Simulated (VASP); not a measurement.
# W2AuN3 (P3m1) in VASP: single point with PBE

Aim: the single point of W2AuN3 with PBE.

All numbers are computed with VASP 6.6.1; they aren't measurements. Logs are shortened: lines on timing, memory, paths and dates and some standing lists are left out, and cuts for length are marked.

**1. The cell of the first run**

The structure is trigonal, space group P3m1 (No. 156). Conventional cell: a = 2.894 Å, b = 2.894 Å, c = 9.906 Å, α = 90.00°, β = 90.00°, γ = 120.00°. Within 2.7 Å of W (site symmetry 3m) lie 6 N at 2.06 to 2.26 Å. W (site symmetry 3m) has 6 N at 2.05 to 2.17 Å within 2.7 Å. Within 3.0 Å of Au (site symmetry 3m) lie 4 N at 2.18 to 2.95 Å and 6 Au at 2.89 Å. Within 2.7 Å of N (site symmetry 3m) lie 3 W at 2.05 Å and 1 N at 2.58 Å. Within 2.9 Å of N (site symmetry 3m) lie 6 W at 2.17 to 2.26 Å and 7 N at 2.58 to 2.89 Å. N (site symmetry 3m) has 3 W at 2.06 Å and 1 Au at 2.18 Å within 2.7 Å.

The cell was generated, and may not be a known phase.

**2. Single point, PBE**

Input file INCAR:

```
PREC = Accurate
ENCUT = 700
EDIFF = 1E-6
ISMEAR = 0
SIGMA = 0.1
LREAL = F
LASPH = T
NELM = 120
ALGO = Normal
ISIF = 2
LWAVE = F
LCHARG = F
GGA = PE
NBANDS = 40
GGA_COMPAT = F
```

Input file KPOINTS:

```
Automatic mesh
0
Gamma
  6 6 2
```

Input file POSCAR:

```
W2AuN3
1.0
    2.8935899286      0.0000000000      0.0000000000
   -1.4467949643      2.5059223863      0.0000000000
    0.0000000000      0.0000000000      9.9060251471
W Au N
2 1 3
Direct
    0.3333333333      0.6666666667      0.9338121796
    0.3333333333      0.6666666667      0.2273551916
    0.0000000000      0.0000000000      0.5920545808
    0.6666666667      0.3333333333      0.3471801389
    0.6666666667      0.3333333333      0.0869902470
    0.0000000000      0.0000000000      0.8126086722
```

Potentials or basis: VASP PAW PBE potentials, release 64 (W_sv, Au_sv_GW, N).

Launch:

```
> cat potpaw_PBE.64/W_sv/POTCAR potpaw_PBE.64/Au_sv_GW/POTCAR potpaw_PBE.64/N/POTCAR > POTCAR
> mpirun -np 1 vasp_std > vasp.out
```

OUTCAR:

```text
PREC = Accurate
   ENCUT = 700
   EDIFF = 1E-6
   ISMEAR = 0
   LREAL = F
   LASPH = T
   NELM = 120
   ISIF = 2
   GGA = PE

 ion  position               nearest neighbor table
   1  0.333  0.667  0.934-   6 2.06   6 2.06   6 2.06   5 2.26   5 2.26   5 2.26   2 2.91
   2  0.333  0.667  0.227-   4 2.05   4 2.05   4 2.05   5 2.17   5 2.17   5 2.17   1 2.91
   3  0.000  0.000  0.592-   6 2.18
   4  0.667  0.333  0.347-   2 2.05   2 2.05   2 2.05
   5  0.667  0.333  0.087-   2 2.17   2 2.17   2 2.17   1 2.26   1 2.26   1 2.26
   6  0.000  0.000  0.813-   1 2.06   1 2.06   1 2.06   3 2.18

  LATTYP: Found a hexagonal cell.
 ALAT       =     2.8935899286
 C/A-ratio  =     3.4234378027

  Lattice vectors:

 A1 = (   2.8935899286,   0.0000000000,   0.0000000000)
 A2 = (  -1.4467949643,   2.5059223863,   0.0000000000)
 A3 = (   0.0000000000,   0.0000000000,   9.9060251471)

Analysis of symmetry for initial positions (statically):
=====================================================================
 Subroutine PRICEL returns:
 Original cell was already a primitive cell.

 Routine SETGRP: Setting up the symmetry group for a
 hexagonal supercell.

 Subroutine GETGRP returns: Found  6 space group operations
 (whereof  6 operations were pure point group operations)
 out of a pool of 24 trial point group operations.

The static configuration has the point symmetry C_3v.

Analysis of symmetry for dynamics (positions and initial velocities):
=====================================================================
 Subroutine PRICEL returns:
 Original cell was already a primitive cell.

 Routine SETGRP: Setting up the symmetry group for a
 hexagonal supercell.

 Subroutine GETGRP returns: Found  6 space group operations
 (whereof  6 operations were pure point group operations)
 out of a pool of 24 trial point group operations.

The dynamic configuration has the point symmetry C_3v.

 Subroutine INISYM returns: Found  6 space group operations
 (whereof  6 operations are pure point group operations),
 and found     1 'primitive' translations

----------------------------------------------------------------------------------------

                                     Primitive cell

  volume of cell :      71.8297

  direct lattice vectors                    reciprocal lattice vectors
     2.893589929  0.000000000  0.000000000     0.345591471  0.199527329  0.000000000
    -1.446794964  2.505922386  0.000000000     0.000000000  0.399054658  0.000000000
     0.000000000  0.000000000  9.906025147     0.000000000  0.000000000  0.100948664

  length of vectors
     2.893589929  2.893589929  9.906025147     0.399054658  0.399054658  0.100948664

  position of ions in fractional coordinates (direct lattice)
     0.333333333  0.666666667  0.933812180
     0.333333333  0.666666667  0.227355192
     0.000000000  0.000000000  0.592054581
     0.666666667  0.333333333  0.347180139
     0.666666667  0.333333333  0.086990247
     0.000000000  0.000000000  0.812608672

  ion indices of the primitive-cell ions
   primitive index   ion index
                 1           1
                 2           2
                 3           3
                 4           4
                 5           5
                 6           6

----------------------------------------------------------------------------------------

 KPOINTS: Automatic mesh

Automatic generation of k-mesh.
 Grid dimensions read from file:
 generate k-points for:    6    6    2

 Generating k-lattice:

  Cartesian coordinates                     Fractional coordinates (reciprocal lattice)
     0.057598579  0.033254555  0.000000000     0.166666667  0.000000000  0.000000000
     0.000000000  0.066509110  0.000000000     0.000000000  0.166666667  0.000000000
     0.000000000  0.000000000  0.050474332     0.000000000  0.000000000  0.500000000

  Length of vectors
     0.066509110  0.066509110  0.050474332

  Shift w.r.t. Gamma in fractional coordinates (k-lattice)
     0.000000000  0.000000000  0.000000000

 Subroutine IBZKPT returns following result:
 ===========================================

 Found     14 irreducible k-points:

 Following reciprocal coordinates:
            Coordinates               Weight
  0.000000  0.000000  0.000000      1.000000
  0.166667  0.000000  0.000000      6.000000
  0.333333  0.000000  0.000000      6.000000
  0.500000 -0.000000  0.000000      3.000000
  0.166667  0.166667  0.000000      6.000000
  0.333333  0.166667  0.000000     12.000000
  0.333333  0.333333  0.000000      2.000000
  0.000000  0.000000  0.500000      1.000000
  0.166667  0.000000  0.500000      6.000000
  0.333333  0.000000  0.500000      6.000000
  0.500000 -0.000000  0.500000      3.000000
  0.166667  0.166667  0.500000      6.000000
  0.333333  0.166667  0.500000     12.000000
  0.333333  0.333333  0.500000      2.000000
   k-points           NKPTS =     14   k-points in BZ     NKDIM =     14   number of bands    NBANDS=     40
   number of dos      NEDOS =    301   number of ions     NIONS =      6
   total plane-waves  NPLWV =  70560
   dimension x,y,z NGX =    28 NGY =   28 NGZ =   90
   dimension x,y,z NGXF=    56 NGYF=   56 NGZF=  180
   ions per type =               2   1   3
   NGX,Y,Z   is equivalent  to a cutoff of  16.09, 16.09, 15.10 a.u.
   NGXF,Y,Z  is equivalent  to a cutoff of  32.17, 32.17, 30.21 a.u.
 SYSTEM =  unknown system
   PREC   = accura    normal or accurate (medium, high low for compatibility)
   ISTART =      0    job   : 0-new  1-cont  2-samecut
   ICHARG =      2    charge: 1-file 2-atom 10-const
   ISPIN  =      1    spin polarized calculation?
   LNONCOLLINEAR =      F non collinear calculations
   LSORBIT =      F    spin-orbit coupling
   LASPH  =      T    aspherical Exc in radial PAW
   ENCUT  =  700.0 eV  51.45 Ry    7.17 a.u.   6.24  6.24 21.37*2*pi/ulx,y,z
   NELM   =    120;   NELMIN=  2; NELMDL= -5     # of ELM steps
   EDIFF  = 0.1E-05   stopping-criterion for ELM
   LREAL  =      F    real-space projection
   EDIFFG = 0.1E-04   stopping-criterion for IOM
   NSW    =      0    number of steps for IOM
   IBRION =     -1    ionic relax: 0-MD 1-quasi-New 2-CG
   NFREE  =      0    steps in history (QN), initial steepest desc. (CG)
   ISIF   =      2    stress and relaxation
   ISYM   =      2    0-nonsym 1-usesym 2-fastsym
   POTIM  = 0.5000    time-step for ionic-motion
   TEBEG  =    0.0;   TEEND  =   0.0 temperature during run
   PSTRESS=    0.0 pullay stress
   NELECT =      62.0000    total number of electrons
   NUPDOWN=      -1.0000    fix difference up-down
   EMIN   =  10.00;   EMAX   =-10.00  energy-range for DOS
   EFERMI =   0.00;   METHOD = LEGACY
   ISMEAR =     0;   SIGMA  =   0.10  broadening in eV -4-tet -1-fermi 0-gaus
   EFERMI_NEDOS =   21; number of points for ismear=-14 and -15
   IALGO  =     38    algorithm
   IMIX   =      4    mixing-type and parameters
     AMIX     =   0.40;   BMIX     =  1.00
     AMIX_MAG =   1.60;   BMIX_MAG =  1.00
  volume/ion in A,a.u.               =      11.97        80.79
  Fermi-wavevector in a.u.,A,eV,Ry     =   1.558729  2.945571 33.057222  2.429637
  Thomas-Fermi vector in A             =   2.662191
   LORBIT       =      0    0 simple, 1 ext, 2 COOP (PROOUT), +10 PAW based schemes
   GGA     = PE    functional components
   LHFCALC =     F    Hartree Fock is set to
   AEXX    =    0.0000 exact exchange contribution
   IVDW    =     0    specifies the selected vdW correction
   LEPSILON=     F    determine dielectric tensor
   LRPA    =     F    only Hartree local field effects (RPA)
 non-spin polarized calculation
 Gauss-broadening in eV      SIGMA  =   0.10
  energy-cutoff  :      700.00
  volume of cell :       71.83
 maximum number of plane-waves:      3034
 NGX is ok and might be reduce to    28
   NGX = 13   NGY = 13   NGZ = 43

 number of electron      62.0000002 magnetization

 Free energy of the ion-electron system (eV)
  ---------------------------------------------------
  ext. energy  EPLUGINS =         0.00000000
  ---------------------------------------------------
  free energy    TOTEN  =       -53.56499196 eV

  energy without entropy =      -53.55153551  energy(sigma->0) =      -53.55826373

 E-fermi :   8.5880     XC(G=0): -12.8237

 val. band max:        8.5623064939   @ k =   0.5000  -0.0000   0.5000
 cond. band min:       8.7540058983   @ k =   0.0000   0.0000   0.0000
 fundamental gap:      0.1916994044
 Fermi energy:         8.5879943469

 k-point     1 :       0.0000    0.0000    0.0000
  band No.  band energies     occupation
      1     -96.2477      2.00000
      2     -66.3566      2.00000
      3     -66.0528      2.00000
      4     -47.6151      2.00000
      5     -47.4784      2.00000
      6     -47.4784      2.00000
[... 32 lines left out ...]
     39      12.9232      0.00000
     40      13.7375      0.00000

 k-point     2 :       0.1667    0.0000    0.0000
  band No.  band energies     occupation
      1     -96.2457      2.00000
      2     -66.3411      2.00000
      3     -66.0372      2.00000
      4     -47.6105      2.00000
      5     -47.5187      2.00000
      6     -47.4886      2.00000
[... 32 lines left out ...]
     39      13.5590      0.00000
     40      13.9807      0.00000

 k-point     3 :       0.3333    0.0000    0.0000
  band No.  band energies     occupation
      1     -96.2420      2.00000
      2     -66.3099      2.00000
      3     -66.0059      2.00000
      4     -47.6014      2.00000
      5     -47.5986      2.00000
      6     -47.5091      2.00000
[... 32 lines left out ...]
     39      14.6088      0.00000
     40      14.8434      0.00000

 k-point     4 :       0.5000   -0.0000    0.0000
  band No.  band energies     occupation
      1     -96.2401      2.00000
      2     -66.2943      2.00000
      3     -65.9902      2.00000
      4     -47.6383      2.00000
      5     -47.5969      2.00000
      6     -47.5193      2.00000
[... 32 lines left out ...]
     39      13.5604      0.00000
     40      14.4481      0.00000
[... 342 lines left out ...]
     39      14.5025      0.00000
     40      14.7413      0.00000

 k-point    13 :       0.3333    0.1667    0.5000
  band No.  band energies     occupation
      1     -96.2401      2.00000
      2     -66.2943      2.00000
      3     -65.9902      2.00000
      4     -47.6183      2.00000
      5     -47.5969      2.00000
      6     -47.5395      2.00000
[... 32 lines left out ...]
     39      14.8156      0.00000
     40      15.2318      0.00000

 k-point    14 :       0.3333    0.3333    0.5000
  band No.  band energies     occupation
      1     -96.2392      2.00000
      2     -66.2864      2.00000
      3     -65.9823      2.00000
      4     -47.5946      2.00000
      5     -47.5915      2.00000
      6     -47.5915      2.00000
[... 32 lines left out ...]
     39      15.3388      0.00000
     40      15.4499      0.00000

------------------------ aborting loop because EDIFF is reached ----------------------------------------

  FORCE on cell =-STRESS in cart. coord.  units (eV):
  Direction    XX          YY          ZZ          XY          YZ          ZX
  --------------------------------------------------------------------------------------
  -------------------------------------------------------------------------------------
  Total        0.4148133      0.4148133      0.3980939      0.0000000     -0.0000000     -0.0000000
  in kB        9.2525021      9.2525021      8.8795726      0.0000000     -0.0000000     -0.0000000
  external PRESSURE =       9.1281923 kB  Pullay stress =       0.0000000 kB

 VOLUME and BASIS-vectors are now :
 -----------------------------------------------------------------------------
  energy-cutoff  :      700.00
  volume of cell :       71.83
      direct lattice vectors                 reciprocal lattice vectors
     2.893589929  0.000000000  0.000000000     0.345591471  0.199527329  0.000000000
    -1.446794964  2.505922386  0.000000000     0.000000000  0.399054658  0.000000000
     0.000000000  0.000000000  9.906025147     0.000000000  0.000000000  0.100948664

 POSITION                                       TOTAL-FORCE (eV/Angst)
 -----------------------------------------------------------------------------------
     -0.00000      1.67061      9.25037         0.000000     -0.000000      0.029766
     -0.00000      1.67061      2.25219        -0.000000      0.000000     -0.029653
      0.00000      0.00000      5.86491         0.000000     -0.000000     -0.010252
      1.44679      0.83531      3.43918         0.000000     -0.000000      0.127617
      1.44679      0.83531      0.86173        -0.000000      0.000000     -0.025558
      0.00000      0.00000      8.04972         0.000000     -0.000000     -0.091920
 -----------------------------------------------------------------------------------
    total drift:                                0.000000     -0.000000      0.000357

  FREE ENERGIE OF THE ION-ELECTRON SYSTEM (eV)
  ---------------------------------------------------
  free  energy   TOTEN  =       -53.5649919589 eV

  energy  without entropy=      -53.5515355072  energy(sigma->0) =      -53.55826373
```

Run time: 1.8 min. Hardware: 1 thread of AMD EPYC 7R43 (Zen 3), shared host; peak memory 0.25 GiB.

What came out:

```yaml
Free_energy: -53.5650 eV
Pressure: 0.9 GPa
Largest_force: 0.128 eV/Å
Band_gap_on_the_k_mesh: zero (bands 31 and 32 overlap by 0.97 eV)
```

Forces on the atoms (eV/Å):
```
W    0.000  0.000  0.030
W    0.000  0.000 -0.030
Au   0.000  0.000 -0.010
N    0.000  0.000  0.128
N    0.000  0.000 -0.026
N    0.000  0.000 -0.092
```

Caveat: the k points lie up to 0.42 Å⁻¹ apart, too coarse for converged energies and pressures of a metal; spin-orbit coupling is left out, which moves the levels of the heavy elements.

The gap in the log of VASP goes by the Fermi energy; the results here count the filled bands.